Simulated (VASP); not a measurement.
# Be2Cu11Ni3 in VASP: further runs

The runs below take Be2Cu11Ni3 through single point, with PBE.

Program: VASP 6.6.1. These are calculated values, not measurements. Logs are shortened: lines on timing, memory, paths and dates and some standing lists are left out, and cuts for length are marked.

## (1) The cell of the first run

The cell holds an amorphous packing of atoms, 16 atoms: a = 5.616 Å, b = 5.635 Å, c = 5.823 Å, α = 90.51°, β = 90.83°, γ = 92.29°.

## (2) Single point, PBE

Input file INCAR:

```
SYSTEM = Be2Cu11Ni3
ALGO = Normal ; EDIFF = 1E-6
ENCUT = 520 ; GGA = PE
ISIF = 2 ; ISMEAR = -1
ISYM = 0 ; LASPH = .TRUE.
LCHARG = .TRUE. ; LELF = .TRUE.
LREAL = Auto ; LVHAR = .TRUE.
LWAVE = .FALSE. ; NBANDS = 92
NELM = 60 ; PREC = Accurate
SIGMA = 0.05
```

Input file KPOINTS:

```
Automatic mesh
0
Gamma
  1 1 1
  0.25 0.25 0.25
```

Input file POSCAR:

```
Be2Cu11Ni3
1.0
    5.6151810000     -0.1125830000     -0.0418010000
   -0.1125830000      5.6341360000     -0.0260090000
   -0.0418010000     -0.0260090000      5.8223430000
Cu Ni Be
11 3 2
Direct
    0.8246121939      0.0485950822      0.7554303351
    0.0879264850      0.8043192870      0.9812073860
    0.3621466241      0.0369725479      0.2479453220
    0.6123995616      0.3211090756     -0.0070582169
    0.3720991709      0.0284926798      0.7237722311
    0.9006033428      0.5103155698      0.2358297885
    0.6042751355      0.7936429849      1.0102043396
    0.6045298781      0.3240037296      0.4968391533
    0.6328019871      0.7638295584      0.4870570488
    0.3396744957      0.5436949938      0.2412612408
    0.1008510117      0.2974493396      0.5191250383
    0.3169995798      0.5434150095      0.7665540454
    0.8648914316      0.0779750185      0.2262211929
    0.0919960130      0.7962610083      0.5038111767
    0.9007111150      0.5427070664      0.7421915702
    0.1247440158      0.2499784887      0.9812659809
```

Potentials or basis: VASP PAW PBE potentials, release 64 (Cu, Ni, Be).

Started as:

```console
cat potpaw_PBE.64/Cu/POTCAR potpaw_PBE.64/Ni/POTCAR potpaw_PBE.64/Be/POTCAR > POTCAR
mpirun -np 1 vasp_std > vasp.out
```

OUTCAR:

```text
SYSTEM = Be2Cu11Ni3
   EDIFF = 1E-6
   ENCUT = 520
   GGA = PE
   ISIF = 2
   ISMEAR = -1
   ISYM = 0
   LASPH = .TRUE.
   LREAL = Auto
   NELM = 60
   PREC = Accurate

 ion  position               nearest neighbor table
   1  0.825  0.049  0.755-  16 2.37   7 2.40   4 2.42   9 2.44   2 2.44  11 2.49   8 2.52   5 2.54
                            14 2.57  13 2.75
   2  0.088  0.804  0.981-  15 2.24  12 2.35   1 2.44   6 2.45  13 2.48   3 2.50  16 2.51   5 2.52
                            10 2.57   7 2.72  14 2.78
   3  0.362  0.037  0.248-  16 2.39   7 2.41   2 2.50   8 2.51  14 2.51   4 2.58   9 2.60  11 2.65
                             5 2.77  10 2.78  13 2.81  13 2.83
   4  0.612  0.321  0.993-   6 2.35   1 2.42  13 2.42  12 2.49  10 2.49  15 2.50   3 2.58   5 2.59
                             7 2.67
   5  0.372  0.028  0.724-  14 2.36  16 2.43   8 2.48  11 2.49   2 2.52   7 2.52   9 2.54   1 2.54
                             4 2.59  12 2.75   3 2.77  12 2.94
   6  0.901  0.510  0.236-  11 2.35   4 2.35  13 2.44  14 2.44   2 2.45  10 2.47  16 2.47   8 2.48
                             9 2.58   7 2.69
   7  0.604  0.794  0.010-   1 2.40   3 2.41  10 2.43  13 2.45  12 2.51   5 2.52   4 2.67   6 2.69
                             2 2.72   9 2.79
   8  0.605  0.324  0.497-  15 2.46  10 2.46   5 2.48   6 2.48   9 2.48   3 2.51   1 2.52  13 2.59
                            12 2.61
   9  0.633  0.764  0.487-   1 2.44  10 2.46  15 2.48   8 2.48   5 2.54   6 2.58  14 2.58   3 2.60
                            13 2.66  12 2.70   7 2.79
  10  0.340  0.544  0.241-   7 2.43   9 2.46   8 2.46   6 2.47   4 2.49  16 2.50  11 2.51  14 2.55
                             2 2.57  12 2.77   3 2.78
  11  0.101  0.297  0.519-  15 2.24  12 2.29   6 2.35  13 2.44   1 2.49   5 2.49  10 2.51   3 2.65
                            14 2.82  14 2.82
  12  0.317  0.543  0.767-  11 2.29  16 2.32  15 2.34   2 2.35  14 2.47   4 2.49   7 2.51   8 2.61
                             9 2.70   5 2.75  10 2.77   5 2.94
  13  0.865  0.078  0.226-  16 2.25   4 2.42   6 2.44  11 2.44   7 2.45   2 2.48   8 2.59  14 2.63
                             9 2.66   1 2.75   3 2.81   3 2.83
  14  0.092  0.796  0.504-  15 2.25   5 2.36   6 2.44  12 2.47   3 2.51  10 2.55   1 2.57   9 2.58
                            13 2.63   2 2.78  11 2.82  11 2.82
  15  0.901  0.543  0.742-  11 2.24   2 2.24  14 2.25  12 2.34   8 2.46   9 2.48   4 2.50
  16  0.125  0.250  0.981-  13 2.25  12 2.32   1 2.37   3 2.39   5 2.43   6 2.47  10 2.50   2 2.51

IMPORTANT INFORMATION: All symmetrisations will be switched off!
NOSYMM: (Re-)initialisation of all symmetry stuff for point group C_1.

----------------------------------------------------------------------------------------

                                     Primitive cell

  volume of cell :     184.1120

  direct lattice vectors                    reciprocal lattice vectors
     5.615181000 -0.112583000 -0.041801000     0.178169792  0.003566221  0.001295085
[... 105 lines left out ...]
   ISMEAR =    -1;   SIGMA  =   0.05  broadening in eV -4-tet -1-fermi 0-gaus
   EFERMI_NEDOS =   21; number of points for ismear=-14 and -15
   IALGO  =     38    algorithm
   IMIX   =      4    mixing-type and parameters
     AMIX     =   0.40;   BMIX     =  1.00
     AMIX_MAG =   1.60;   BMIX_MAG =  1.00
  volume/ion in A,a.u.               =      11.51        77.65
  Fermi-wavevector in a.u.,A,eV,Ry     =   1.545817  2.921170 32.511798  2.389550
  Thomas-Fermi vector in A             =   2.651142
   LORBIT       =      0    0 simple, 1 ext, 2 COOP (PROOUT), +10 PAW based schemes
   GGA     = PE    functional components
   LHFCALC =     F    Hartree Fock is set to
   AEXX    =    0.0000 exact exchange contribution
   IVDW    =     0    specifies the selected vdW correction
   LEPSILON=     F    determine dielectric tensor
   LRPA    =     F    only Hartree local field effects (RPA)
 non-spin polarized calculation
  energy-cutoff  :      520.00
  volume of cell :      184.11
 maximum number of plane-waves:      4946
 NGX is ok and might be reduce to    42
   NGX = 21   NGY = 21   NGZ = 21

 number of electron     154.9999989 magnetization

 Free energy of the ion-electron system (eV)
  ---------------------------------------------------
  ext. energy  EPLUGINS =         0.00000000
  ---------------------------------------------------
  free energy    TOTEN  =       -64.32232400 eV

  energy without entropy =      -64.24567813  energy(sigma->0) =      -64.28400107

 E-fermi :   7.9988     XC(G=0): -12.4441

 val. band max:        7.1926319384   @ k =   0.2500   0.2500   0.2500
 cond. band min:       8.0014888590   @ k =   0.2500   0.2500   0.2500
 fundamental gap:      0.8088569206
 Fermi energy:         7.9987681937

 k-point     1 :       0.2500    0.2500    0.2500
  band No.  band energies     occupation
      1      -0.8884      2.00000
      2       0.9723      2.00000
      3       1.0541      2.00000
      4       1.2514      2.00000
      5       2.3499      2.00000
      6       2.4159      2.00000
[... 81 lines left out ...]
     88      11.9378      0.00000
     89      12.1502      0.00000
 [bands above 89 left out]

------------------------ aborting loop because EDIFF is reached ----------------------------------------

  FORCE on cell =-STRESS in cart. coord.  units (eV):
  Direction    XX          YY          ZZ          XY          YZ          ZX
  --------------------------------------------------------------------------------------
  -------------------------------------------------------------------------------------
  Total       -2.5677032     -2.0007959      2.4290391      3.0679946      3.3420412      4.8613644
  in kB      -22.3446379    -17.4113034     21.1379571     26.6982682     29.0830732     42.3045108
  external PRESSURE =      -6.2059947 kB  Pullay stress =       0.0000000 kB

 VOLUME and BASIS-vectors are now :
 -----------------------------------------------------------------------------
  energy-cutoff  :      520.00
  volume of cell :      184.11
      direct lattice vectors                 reciprocal lattice vectors
     5.615181000 -0.112583000 -0.041801000     0.178169792  0.003566221  0.001295085
    -0.112583000  5.634136000 -0.026009000     0.003566221  0.177564544  0.000818802
    -0.041801000 -0.026009000  5.822343000     0.001295085  0.000818802  0.171765118

 POSITION                                       TOTAL-FORCE (eV/Angst)
 -----------------------------------------------------------------------------------
      4.59330      0.16131      4.36264         0.643098      0.449228     -0.369289
      0.36215      4.49623      5.68833         0.054440      0.366957      0.466039
      2.01899      0.16109      1.42752        -0.357238      0.564659      0.227300
      3.36108      1.71440      5.74730        -0.610040     -0.064190     -0.596959
      2.05594      0.09982      4.19775         0.092913      0.193430      0.470513
      4.98974      2.76766      1.32216        -0.340928      0.709686     -0.405834
[... 8 lines left out ...]
      4.96553      2.93698      4.26953        -0.312899     -0.167509      0.004483
      0.63130      1.36885      5.70155         0.048359      0.485331     -0.066027
 -----------------------------------------------------------------------------------
    total drift:                               -0.000936     -0.000904      0.001023

  FREE ENERGIE OF THE ION-ELECTRON SYSTEM (eV)
  ---------------------------------------------------
  free  energy   TOTEN  =       -64.3223240012 eV

  energy  without entropy=      -64.2456781304  energy(sigma->0) =      -64.28400107
```

stdout:

```text
POSCAR found type information on POSCAR CuNiBe
 POSCAR found :  3 types and      16 ions
 scaLAPACK will be used
 LDA part: xc-table for (Slater+PW92), standard interpolation
 POSCAR, INCAR and KPOINTS ok, starting setup
 FFT: planning ... GRIDC
 FFT: planning ... GRID_SOFT
 FFT: planning ... GRID
 WAVECAR not read
 entering main loop
```

It took 72 s on 1 thread of Intel Xeon Platinum 8259CL at 2.50GHz (Skylake/Cascade Lake), shared host; peak memory 0.28 GiB.

Results:

```
Free energy   : -64.3223 eV
Pressure      : -0.6 GPa
Largest force : 0.886 eV/Å
```

Forces in eV/Å, atoms in the order of the input:
```
Cu   0.643  0.449 -0.369
Cu   0.054  0.367  0.466
Cu  -0.357  0.565  0.227
Cu  -0.610 -0.064 -0.597
Cu   0.093  0.193  0.471
Cu  -0.341  0.710 -0.406
Cu   0.279 -0.748 -0.246
Cu   0.119 -0.167  0.212
Cu   0.145  0.204 -0.027
Cu  -0.243 -0.126 -0.133
Cu  -0.024 -0.847 -0.146
Ni   0.700 -0.144  0.412
Ni   0.281 -0.717  0.300
Ni  -0.474  0.008 -0.100
Be  -0.313 -0.168  0.004
Be   0.048  0.485 -0.066
```

Caveat: the k points lie up to 1.12 Å⁻¹ apart. Spin polarisation is off, so any magnetic state and its effect on volume and gap are missing.

## (3) Single point, PBE

Input file INCAR:

```
SYSTEM = Be2Cu11Ni3
ALGO     = Normal         ! electronic algorithm
EDIFF    = 1E-7           ! SCF threshold, eV
ENCUT    = 520            ! plane-wave cutoff, eV
GGA      = PE             ! functional
ISIF     = 2              ! what is computed and relaxed
ISMEAR   = -1             ! smearing method
ISYM     = 0            
LASPH    = .TRUE.         ! aspherical terms in the spheres
LCHARG   = .TRUE.         ! write CHGCAR
LELF     = .TRUE.         ! ELF
LREAL    = Auto         
LVHAR    = .TRUE.       
LWAVE    = .FALSE.        ! write WAVECAR
NBANDS   = 92             ! bands
NELM     = 60             ! most SCF steps
PREC     = Accurate       ! precision mode
SIGMA    = 0.05           ! smearing width, eV
```

KPOINTS is that of step 2.

Input file POSCAR:

```
Be2Cu11Ni3
1.0
    5.6151810000     -0.1125830000     -0.0418010000
   -0.1125830000      5.6341360000     -0.0260090000
   -0.0418010000     -0.0260090000      5.8223430000
Cu Ni Be
11 3 2
Direct
    0.8460615311      0.0573926785      0.7801534441
    0.0947862718      0.7797469798      0.9822448798
    0.3231669879      0.0958852543      0.2526992283
    0.6245700584      0.3122692559      0.0082465880
    0.3742338821      0.0399324455      0.7413762730
    0.8563778803      0.5529205460      0.2369165407
    0.5867358038      0.7871843657      1.0068936202
    0.6117837092      0.3118153967      0.4924797762
    0.6377431817      0.7872309087      0.5178962132
    0.3272520916      0.5533928730      0.2550919209
    0.0957455735      0.2683463683      0.5279176581
    0.3509183534      0.5189008911      0.7601887816
    0.8846174421      0.0391706983      0.2489198394
    0.1010328553      0.7784583881      0.4942845515
    0.8802032514      0.5620368713      0.7222979466
    0.0715834311      0.3206962025      0.9596655928
```

Potentials or basis: VASP PAW PBE potentials, release 64 (Cu, Ni, Be).

Started as:

```console
cat potpaw_PBE.64/Cu/POTCAR potpaw_PBE.64/Ni/POTCAR potpaw_PBE.64/Be/POTCAR > POTCAR
mpirun -np 1 vasp_std > vasp.out
```

It took 92 s on 1 thread of Intel Xeon Platinum 8259CL at 2.50GHz (Skylake/Cascade Lake), shared host; peak memory 0.28 GiB.

Results (log left out):

| Property | Result |
| --- | --- |
| Free energy | -63.8691 eV |
| Pressure | 0.6 GPa |
| Largest force | 1.636 eV/Å |

Forces in eV/Å, atoms in the order of the input:
```
Cu  -0.151 -0.508 -0.395
Cu   0.568  0.243 -0.135
Cu   0.428 -1.055 -0.990
Cu  -0.542 -0.310 -0.421
Cu  -0.329  0.037  0.340
Cu   0.572 -0.203  0.573
Cu   0.248  0.267  0.195
Cu   0.326 -0.043  0.205
Cu  -0.667 -0.175 -0.636
Cu   0.443 -0.806 -0.258
Cu  -0.355  1.193  0.082
Ni  -0.354  0.364  0.100
Ni  -0.646  0.277 -0.883
Ni   0.005  0.878  1.380
Be  -0.100 -0.442  0.089
Be   0.555  0.282  0.753
```

Stress tensor (GPa, compression positive):
```
 0.05  2.74  2.99
 2.74 -1.18  3.04
 2.99  3.04  2.93
```

Levels at points of the mesh, in eV from the Fermi level:
```tsv
k point	band 74	band 75	band 76	band 77	band 78	band 79	band 80	band 81
(0.25, 0.25, 0.25)	-1.03	-0.98	-0.70	-0.62	0.00	0.42	0.63	0.94
```

Caveat: the k points lie up to 1.12 Å⁻¹ apart.
